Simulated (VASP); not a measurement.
# Mg3H3O4 (a cell with a defect) in VASP: a series of runs

Mg3H3O4 (a cell with a defect) is run at these levels: PBEsol; tasks: single point.

Program: VASP 6.6.1. These are calculated values, not measurements. Logs are shortened: lines on timing, memory, paths and dates and some standing lists are left out, and cuts for length are marked.

### Step 1. The cell of the first run

The cell holds a defect, 20 atoms: a = 5.309 Å, b = 5.309 Å, c = 7.284 Å, α = 90.00°, β = 90.00°, γ = 120.00°.

### Step 2. Single point, PBEsol (atoms taken out, then relaxed in part)

INCAR reads:

```
PREC = Accurate ; ENCUT = 520
EDIFF = 1E-6 ; ISMEAR = 0
SIGMA = 0.05 ; LREAL = Auto
LASPH = T ; NELM = 80
ALGO = Normal ; ISIF = 2
LWAVE = F ; LCHARG = F
GGA = PS ; NBANDS = 49
NELECT = 64.0
```

KPOINTS reads:

```
Automatic mesh
0
Gamma
  6 6 4
```

POSCAR reads:

```
Mg3H3O4
1.0
    4.5975141488     -2.6543760314      0.0000000000
    0.0000000000      5.3087520628      0.0000000000
    0.0000000000      0.0000000000      7.2844478007
Mg H O
6 6 8
Direct
    0.2989393529      0.3333333333      0.8167793079
    0.0343939804      0.7010606471      0.8167793079
    0.6666666667      0.9656060196      0.8167793079
    0.0343939804      0.3333333333      0.1832206921
    0.6666666667      0.7010606471      0.1832206921
    0.2989393529      0.9656060196      0.1832206921
   -0.0345130044      0.3333333333      0.5644293369
    0.6666666667      0.6321536623      0.5644293369
    0.3678463377      1.0345130044      0.5644293369
    0.3678463377      0.3333333333      0.4355706631
   -0.0345130044      0.6321536623      0.4355706631
    0.6666666667      1.0345130044      0.4355706631
    0.6666666667      0.6411648188      0.6976921330
    0.3588351812      1.0255018479      0.6976921330
    0.3588351812      0.3333333333      0.3023078670
   -0.0255018479      0.6411648188      0.3023078670
    0.6666666667      1.0255018479      0.3023078670
    0.9744981521      0.3333333333     -0.3023078670
    0.3333333333      0.6666666667      0.0000000000
    0.0000000000      0.0000000000      0.0000000000
```

Potentials or basis: VASP PAW PBE potentials, release 64 (Mg, H, O).

The run is started by

```
cat potpaw_PBE.64/Mg/POTCAR potpaw_PBE.64/H/POTCAR potpaw_PBE.64/O/POTCAR > POTCAR
mpirun -np 1 vasp_std > vasp.out
```

OUTCAR:

```text
PREC = Accurate
   ENCUT = 520
   EDIFF = 1E-6
   ISMEAR = 0
   LREAL = Auto
   LASPH = T
   NELM = 80
   ISIF = 2
   GGA = PS
   NELECT = 64.0

 ion  position               nearest neighbor table
   1  0.299  0.333  0.817-  18 1.93  14 2.01  13 2.01  20 2.15  19 2.15   2 2.92   3 2.92   2 2.92
                             3 2.92   4 3.02   6 3.31   5 3.31   3 3.38   2 3.38
   2  0.034  0.701  0.817-  14 1.93  13 2.01  18 2.01  20 2.15  19 2.15   1 2.92   3 2.92   1 2.92
                             3 2.92   6 3.02   5 3.31   4 3.31   3 3.38   1 3.38
   3  0.667  0.966  0.817-  13 1.93  18 2.01  14 2.01  20 2.15  19 2.15   2 2.92   1 2.92   1 2.92
                             2 2.92   5 3.02   4 3.31   6 3.31   2 3.38   1 3.38
   4  0.034  0.333  0.183-  15 1.93  17 2.01  16 2.01  20 2.15  19 2.15   6 2.92   5 2.92   6 2.92
                             5 2.92   1 3.02   3 3.31   2 3.31   5 3.38   6 3.38
   5  0.667  0.701  0.183-  17 1.93  16 2.01  15 2.01  20 2.15  19 2.15   4 2.92   6 2.92   6 2.92
                             4 2.92   3 3.02   2 3.31   1 3.31   4 3.38   6 3.38
   6  0.299  0.966  0.183-  16 1.93  15 2.01  17 2.01  19 2.15  20 2.15   4 2.92   5 2.92   4 2.92
                             5 2.92   2 3.02   1 3.31   3 3.31   5 3.38   4 3.38
   7  0.965  0.333  0.564-  18 0.97
   8  0.667  0.632  0.564-  13 0.97
   9  0.368  0.035  0.564-  14 0.97
  10  0.368  0.333  0.436-  15 0.97
  11  0.965  0.632  0.436-  16 0.97
  12  0.667  0.035  0.436-  17 0.97
  13  0.667  0.641  0.698-   8 0.97   3 1.93   2 2.01   1 2.01
  14  0.359  0.026  0.698-   9 0.97   2 1.93   1 2.01   3 2.01
  15  0.359  0.333  0.302-  10 0.97   4 1.93   6 2.01   5 2.01
  16  0.974  0.641  0.302-  11 0.97   6 1.93   5 2.01   4 2.01
  17  0.667  0.026  0.302-  12 0.97   5 1.93   4 2.01   6 2.01
  18  0.974  0.333  0.698-   7 0.97   1 1.93   3 2.01   2 2.01
  19  0.333  0.667  0.000-   6 2.15   2 2.15   4 2.15   3 2.15   1 2.15   5 2.15
  20  0.000  0.000  0.000-   2 2.15   4 2.15   1 2.15   6 2.15   5 2.15   3 2.15

  LATTYP: Found a hexagonal cell.
 ALAT       =     5.3087520628
 C/A-ratio  =     1.3721582237

  Lattice vectors:

 A1 = (   4.5975141488,  -2.6543760314,   0.0000000000)
 A2 = (   0.0000000000,   5.3087520628,   0.0000000000)
 A3 = (   0.0000000000,   0.0000000000,   7.2844478007)

Analysis of symmetry for initial positions (statically):
=====================================================================
 Subroutine PRICEL returns:
 Original cell was already a primitive cell.

 Routine SETGRP: Setting up the symmetry group for a
 hexagonal supercell.

 Subroutine GETGRP returns: Found 12 space group operations
 (whereof  6 operations were pure point group operations)
 out of a pool of 24 trial point group operations.

The static configuration has the point symmetry D_3 .
 The point group associated with its full space group is D_3d.

Analysis of symmetry for dynamics (positions and initial velocities):
=====================================================================
 Subroutine PRICEL returns:
 Original cell was already a primitive cell.

 Routine SETGRP: Setting up the symmetry group for a
 hexagonal supercell.

 Subroutine GETGRP returns: Found 12 space group operations
 (whereof  6 operations were pure point group operations)
 out of a pool of 24 trial point group operations.

The dynamic configuration has the point symmetry D_3 .
 The point group associated with its full space group is D_3d.

 Subroutine INISYM returns: Found 12 space group operations
 (whereof  6 operations are pure point group operations),
 and found     1 'primitive' translations

----------------------------------------------------------------------------------------

                                     Primitive cell

  volume of cell :     177.7920

  direct lattice vectors                    reciprocal lattice vectors
     4.597514149 -2.654376031  0.000000000     0.217508847  0.000000000  0.000000000
     0.000000000  5.308752063  0.000000000     0.108754423  0.188368187  0.000000000
     0.000000000  0.000000000  7.284447801     0.000000000  0.000000000  0.137278765

  length of vectors
     5.308752063  5.308752063  7.284447801     0.217508847  0.217508847  0.137278765

  position of ions in fractional coordinates (direct lattice)
     0.298939353  0.333333333  0.816779308
     0.034393980  0.701060647  0.816779308
     0.666666667  0.965606020  0.816779308
     0.034393980  0.333333333  0.183220692
     0.666666667  0.701060647  0.183220692
     0.298939353  0.965606020  0.183220692
[... 12 lines left out ...]
     0.333333333  0.666666667  0.000000000
     0.000000000  0.000000000  0.000000000

  ion indices of the primitive-cell ions
   primitive index   ion index
                 1           1
                 2           2
                 3           3
                 4           4
                 5           5
                 6           6
[... 12 lines left out ...]
                19          19
                20          20

----------------------------------------------------------------------------------------

 KPOINTS: Automatic mesh

Automatic generation of k-mesh.
 Grid dimensions read from file:
 generate k-points for:    6    6    4

 Generating k-lattice:

  Cartesian coordinates                     Fractional coordinates (reciprocal lattice)
     0.036251474  0.000000000  0.000000000     0.166666667  0.000000000  0.000000000
     0.018125737  0.031394698  0.000000000    -0.000000000  0.166666667  0.000000000
     0.000000000  0.000000000  0.034319691     0.000000000  0.000000000  0.250000000

  Length of vectors
     0.036251474  0.036251474  0.034319691

  Shift w.r.t. Gamma in fractional coordinates (k-lattice)
     0.000000000  0.000000000  0.000000000

 Subroutine IBZKPT returns following result:
 ===========================================

 Found     24 irreducible k-points:

 Following reciprocal coordinates:
            Coordinates               Weight
  0.000000  0.000000  0.000000      1.000000
  0.166667  0.000000  0.000000      6.000000
  0.333333  0.000000  0.000000      6.000000
  0.500000  0.000000  0.000000      3.000000
  0.166667  0.166667  0.000000      6.000000
  0.333333  0.166667  0.000000     12.000000
[... 16 lines left out ...]
  0.333333  0.166667  0.500000     12.000000
  0.333333  0.333333  0.500000      2.000000
   k-points           NKPTS =     24   k-points in BZ     NKDIM =     24   number of bands    NBANDS=     49
   number of dos      NEDOS =    301   number of ions     NIONS =     20
   total plane-waves  NPLWV =  86400
   dimension x,y,z NGX =    40 NGY =   40 NGZ =   54
   dimension x,y,z NGXF=    80 NGYF=   80 NGZF=  108
   ions per type =               6   6   8
   NGX,Y,Z   is equivalent  to a cutoff of  12.53, 12.53, 12.32 a.u.
   NGXF,Y,Z  is equivalent  to a cutoff of  25.05, 25.05, 24.65 a.u.
 SYSTEM =  unknown system
   PREC   = accura    normal or accurate (medium, high low for compatibility)
   ISTART =      0    job   : 0-new  1-cont  2-samecut
   ICHARG =      2    charge: 1-file 2-atom 10-const
   ISPIN  =      1    spin polarized calculation?
   LNONCOLLINEAR =      F non collinear calculations
   LSORBIT =      F    spin-orbit coupling
   LASPH  =      T    aspherical Exc in radial PAW
   ENCUT  =  520.0 eV  38.22 Ry    6.18 a.u.   9.87  9.87 13.54*2*pi/ulx,y,z
   NELM   =     80;   NELMIN=  2; NELMDL= -5     # of ELM steps
   EDIFF  = 0.1E-05   stopping-criterion for ELM
   LREAL  =      T    real-space projection
   EDIFFG = 0.1E-04   stopping-criterion for IOM
   NSW    =      0    number of steps for IOM
   IBRION =     -1    ionic relax: 0-MD 1-quasi-New 2-CG
   NFREE  =      0    steps in history (QN), initial steepest desc. (CG)
   ISIF   =      2    stress and relaxation
   ISYM   =      2    0-nonsym 1-usesym 2-fastsym
   POTIM  = 0.5000    time-step for ionic-motion
   TEBEG  =    0.0;   TEEND  =   0.0 temperature during run
   PSTRESS=    0.0 pullay stress
   NELECT =      64.0000    total number of electrons
   NUPDOWN=      -1.0000    fix difference up-down
   EMIN   =  10.00;   EMAX   =-10.00  energy-range for DOS
   EFERMI =   0.00;   METHOD = LEGACY
   ISMEAR =     0;   SIGMA  =   0.05  broadening in eV -4-tet -1-fermi 0-gaus
   EFERMI_NEDOS =   21; number of points for ismear=-14 and -15
   IALGO  =     38    algorithm
   IMIX   =      4    mixing-type and parameters
     AMIX     =   0.40;   BMIX     =  1.00
     AMIX_MAG =   1.60;   BMIX_MAG =  1.00
  volume/ion in A,a.u.               =       8.89        59.99
  Fermi-wavevector in a.u.,A,eV,Ry     =   1.164566  2.200711 18.452411  1.356214
  Thomas-Fermi vector in A             =   2.301102
   LORBIT       =      0    0 simple, 1 ext, 2 COOP (PROOUT), +10 PAW based schemes
   GGA     = PS    functional components
   LHFCALC =     F    Hartree Fock is set to
   AEXX    =    0.0000 exact exchange contribution
   IVDW    =     0    specifies the selected vdW correction
   LEPSILON=     F    determine dielectric tensor
   LRPA    =     F    only Hartree local field effects (RPA)
 non-spin polarized calculation
 Gauss-broadening in eV      SIGMA  =   0.05
  energy-cutoff  :      520.00
  volume of cell :      177.79
 maximum number of plane-waves:      4808
   NGX = 19   NGY = 19   NGZ = 27

 number of electron      63.9999999 magnetization

 Free energy of the ion-electron system (eV)
  ---------------------------------------------------
  ext. energy  EPLUGINS =         0.00000000
  ---------------------------------------------------
  free energy    TOTEN  =      -116.07727334 eV

  energy without entropy =     -116.07727334  energy(sigma->0) =     -116.07727334

 E-fermi :   0.8912     XC(G=0):  -9.7541

 val. band max:        0.6609780760   @ k =   0.3333   0.3333   0.5000
 cond. band min:       3.4041652410   @ k =   0.0000   0.0000   0.0000
 fundamental gap:      2.7431871650
 Fermi energy:         0.8912305476

 k-point     1 :       0.0000    0.0000    0.0000
  band No.  band energies     occupation
      1     -17.2886      2.00000
      2     -16.7815      2.00000
      3     -16.4989      2.00000
      4     -16.4989      2.00000
      5     -16.3927      2.00000
      6     -16.3927      2.00000
[... 1117 lines left out ...]
     43      11.4278      0.00000
     44      11.7329      0.00000
 [bands above 44 left out]

------------------------ aborting loop because EDIFF is reached ----------------------------------------

  FORCE on cell =-STRESS in cart. coord.  units (eV):
  Direction    XX          YY          ZZ          XY          YZ          ZX
  --------------------------------------------------------------------------------------
  -------------------------------------------------------------------------------------
  Total       -4.7734221     -4.7734221    -10.6313962      0.0000000     -0.0000000      0.0000000
  in kB      -43.0158263    -43.0158263    -95.8051231      0.0000000     -0.0000000      0.0000000
  external PRESSURE =     -60.6122586 kB  Pullay stress =       0.0000000 kB

 VOLUME and BASIS-vectors are now :
 -----------------------------------------------------------------------------
  energy-cutoff  :      520.00
  volume of cell :      177.79
      direct lattice vectors                 reciprocal lattice vectors
     4.597514149 -2.654376031  0.000000000     0.217508847  0.000000000  0.000000000
     0.000000000  5.308752063  0.000000000     0.108754423  0.188368187  0.000000000
     0.000000000  0.000000000  7.284447801     0.000000000  0.000000000  0.137278765

 POSITION                                       TOTAL-FORCE (eV/Angst)
 -----------------------------------------------------------------------------------
      1.37438      0.97609      5.94979        -0.001491      0.000861     -0.006540
      0.15813      3.63046      5.94979         0.001491      0.000861     -0.006540
      3.06501      3.35658      5.94979         0.000000     -0.001721     -0.006540
      0.15813      1.67829      1.33466         0.001491     -0.000861      0.006540
      3.06501      1.95217      1.33466         0.000000      0.001721      0.006540
      1.37438      4.33267      1.33466        -0.001491     -0.000861      0.006540
[... 12 lines left out ...]
      1.53250      2.65438      0.00000         0.000000      0.000000      0.000000
      0.00000      0.00000      0.00000         0.000000      0.000000      0.000000
 -----------------------------------------------------------------------------------
    total drift:                                0.000001     -0.000002     -0.000000

  FREE ENERGIE OF THE ION-ELECTRON SYSTEM (eV)
  ---------------------------------------------------
  free  energy   TOTEN  =      -116.0772733425 eV

  energy  without entropy=     -116.0772733425  energy(sigma->0) =     -116.07727334
```

It took 7 min on 1 thread of AMD EPYC 7R43 (Zen 3), shared host; peak memory 0.31 GiB.

What came out:

- Free energy: -116.0773 eV
- Largest force: 0.140 eV/Å

Forces on the atoms (eV/Å):
```
Mg  -0.001  0.001 -0.007
Mg   0.001  0.001 -0.007
Mg   0.000 -0.002 -0.007
Mg   0.001 -0.001  0.007
Mg   0.000  0.002  0.007
Mg  -0.001 -0.001  0.007
H   -0.027  0.015 -0.129
H    0.000 -0.031 -0.129
H    0.027  0.015 -0.129
H    0.027 -0.015  0.129
H   -0.027 -0.015  0.129
H    0.000  0.031  0.129
O    0.000  0.020  0.139
O   -0.017 -0.010  0.139
O   -0.017  0.010 -0.139
O    0.017  0.010 -0.139
O    0.000 -0.020 -0.139
O    0.017 -0.010  0.139
O    0.000  0.000  0.000
O    0.000  0.000  0.000
```

Levels at points of the mesh, in eV from the Fermi level:
```csv
k point,band 28,band 29,band 30,band 31,band 32,band 33,band 34,band 35,band 36,band 37
"(0.00, 0.00, 0.00)",-0.53,-0.53,-0.44,-0.38,-0.38,2.51,5.45,7.70,7.70,8.50
"(0.50, 0.00, 0.00)",-0.74,-0.72,-0.67,-0.54,-0.41,4.12,5.89,6.60,7.56,7.56
"(0.00, 0.00, 0.50)",-0.59,-0.45,-0.45,-0.45,-0.45,3.15,4.82,7.70,7.70,8.20
"(0.50, 0.00, 0.50)",-0.73,-0.71,-0.64,-0.60,-0.44,4.16,6.11,6.51,6.64,7.50
```

Caveat: the cell carries a net charge on a neutralising background, which shifts energy and pressure; the cell differs from its parent crystal (atoms taken out, then relaxed in part); the cell is charged against a uniform background, so pressure and absolute levels hang on convention; the PAW data sets were made with another functional, which shifts forces and pressure a little.

### Step 3. Single point, PBEsol

INCAR reads:

```
ALGO = Normal
EDIFF = 1E-6
ENCUT = 520
GGA = PS
ISIF = 2
ISMEAR = 0
LASPH = True
LCHARG = False
LREAL = Auto
LWAVE = False
NBANDS = 49
NELECT = 64.0
NELM = 100
PREC = Accurate
SIGMA = 0.05
```

KPOINTS reads:

```
k-points
0
Gamma
  6 6 4
```

POSCAR reads:

```
Mg3H3O4
1.0
    4.5975141488     -2.6543760314      0.0000000000
    0.0000000000      5.3087520628      0.0000000000
    0.0000000000      0.0000000000      7.2844478007
Mg H O
6 6 8
Direct
    0.2989393737      0.3333334251      0.8167792759
    0.0343940214      0.7010607431      0.8167792759
    0.6666665726      0.9656059862      0.8167792759
    0.0343940214      0.3333332665      0.1832207515
    0.6666665726      0.7010605745      0.1832207515
    0.2989393737      0.9656059367      0.1832207515
   -0.0345129987      0.3333334280      0.5644293312
    0.6666665726      0.6321536081      0.5644293312
    0.3678463938      1.0345131183      0.5644293312
    0.3678463938      0.3333334520      0.4355706962
   -0.0345129987      0.6321537498      0.4355706962
    0.6666665726      1.0345129526      0.4355706962
    0.6666665726      0.6411647655      0.6976921435
    0.3588352198      1.0255019527      0.6976921435
    0.3588352198      0.3333334437      0.3023078839
   -0.0255018247      0.6411649155      0.3023078839
    0.6666665726      1.0255017953      0.3023078839
    0.9744981429      0.3333332377     -0.3023078839
    0.3333333950      0.6666666916      0.0000000000
    0.0000000000      0.0000000000      0.0000000000
```

Potentials or basis: VASP PAW PBE potentials, release 64 (Mg, H, O).

The run is started by

```
cat potpaw_PBE.64/Mg/POTCAR potpaw_PBE.64/H/POTCAR potpaw_PBE.64/O/POTCAR > POTCAR
mpirun -np 1 vasp_std > vasp.out
```

Run time: 7.2 min. Hardware: 1 thread of AMD EPYC 7R43 (Zen 3), shared host; peak memory 0.31 GiB.

It converged, with:

```yaml
Free_energy: -116.0773 eV
Largest_force: 0.140 eV/Å
```

Forces in eV/Å, atoms in the order of the input:
```
Mg  -0.001  0.001 -0.007
Mg   0.001  0.001 -0.007
Mg   0.000 -0.002 -0.007
Mg   0.001 -0.001  0.007
Mg   0.000  0.002  0.007
Mg  -0.001 -0.001  0.007
H   -0.027  0.015 -0.129
H    0.000 -0.031 -0.129
H    0.027  0.015 -0.129
H    0.027 -0.015  0.129
H   -0.027 -0.015  0.129
H    0.000  0.031  0.129
O    0.000  0.020  0.139
O   -0.017 -0.010  0.139
O   -0.017  0.010 -0.139
O    0.017  0.010 -0.139
O    0.000 -0.020 -0.139
O    0.017 -0.010  0.139
O    0.000  0.000  0.000
O    0.000  0.000  0.000
```

Levels at points of the mesh, in eV from the Fermi level:
```tsv
k point	band 28	band 29	band 30	band 31	band 32	band 33	band 34	band 35	band 36	band 37
(0.00, 0.00, 0.00)	-0.53	-0.53	-0.44	-0.38	-0.38	2.51	5.45	7.70	7.70	8.50
(0.50, 0.00, 0.00)	-0.74	-0.72	-0.67	-0.54	-0.41	4.12	5.89	6.60	7.56	7.56
(0.00, 0.00, 0.50)	-0.59	-0.45	-0.45	-0.45	-0.45	3.15	4.82	7.70	7.70	8.20
(0.50, 0.00, 0.50)	-0.73	-0.71	-0.64	-0.60	-0.44	4.16	6.11	6.51	6.64	7.50
```

Caveat: the cell carries a net charge on a neutralising background, which shifts energy and pressure; the cell is charged against a uniform background, so pressure and absolute levels hang on convention; the PAW data sets were made with another functional, which shifts forces and pressure a little.
